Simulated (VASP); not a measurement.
Wanted: the native input for a VASP 6.6.1 run.

| Quantity | Value |
| --- | --- |
| Task | single point |
| Functional | PBE |
| Potentials or basis | VASP PAW PBE potentials, release 64 (Ta_pv, O) |
| Cutoff | 520 eV |
| k mesh | 14 × 14 × 8 |
| Occupations | gaussian, width 0.15 eV |
| Spin | no spin polarisation |
| Dipole correction | no |
| Further INCAR settings | ALGO = Normal; EDIFF = 1e-06; NBANDS = 33 |

The structure of Ta4O lies in POSCAR:

```
Ta4O
1.0
    3.2058864392      0.0000000000      0.0000000000
    0.0000000000      3.2058864392      0.0000000000
    0.0000000000      0.0000000000      7.3953866773
Ta O
4 1
Direct
    0.0000000000      0.0000000000      0.5000000000
    0.5000000000      0.5000000000      0.7829127273
    0.5000000000      0.5000000000      0.2170872727
    0.0000000000      0.0000000000      0.0000000000
    0.5000000000      0.5000000000      0.5000000000
```

This cell differs from its parent crystal: strain -0.015 along x and y, +0.000 along z.

One way to write it, as run:

INCAR

```
SYSTEM = Ta4O
  ALGO = Normal
  EDIFF = 1E-6
  ENCUT = 520
  GGA = PE
  ISIF = 2
  ISMEAR = 0
  LASPH = .True.
  LCHARG = .False.
  LREAL = .False.
  LWAVE = .False.
  NBANDS = 33
  NELM = 100
  PREC = Accurate
  SIGMA = 0.15
```

KPOINTS

```
k-points
0
Gamma
  14 14 8
  0 0 0
```

Potentials or basis: VASP PAW PBE potentials, release 64 (Ta_pv, O).

Launch:

```console
$ cat potpaw_PBE.64/Ta_pv/POTCAR potpaw_PBE.64/O/POTCAR > POTCAR
$ mpirun -np 1 vasp_std > vasp.out
```

Results of the run:

The pressure is 7.0 GPa. The largest force is 0.061 eV/Å. The band gap on the k mesh is zero (bands 25 and 26 overlap by 1.15 eV).

Caveat: the cell differs from its parent crystal (strain -0.015 along x and y, +0.000 along z); the cell stands under pressure; spin-orbit coupling is left out, which moves the levels of the heavy elements.

Run time: 5.7 min on 1 thread of Intel Xeon 8259CL (shared host), peak memory 0.44 GiB.
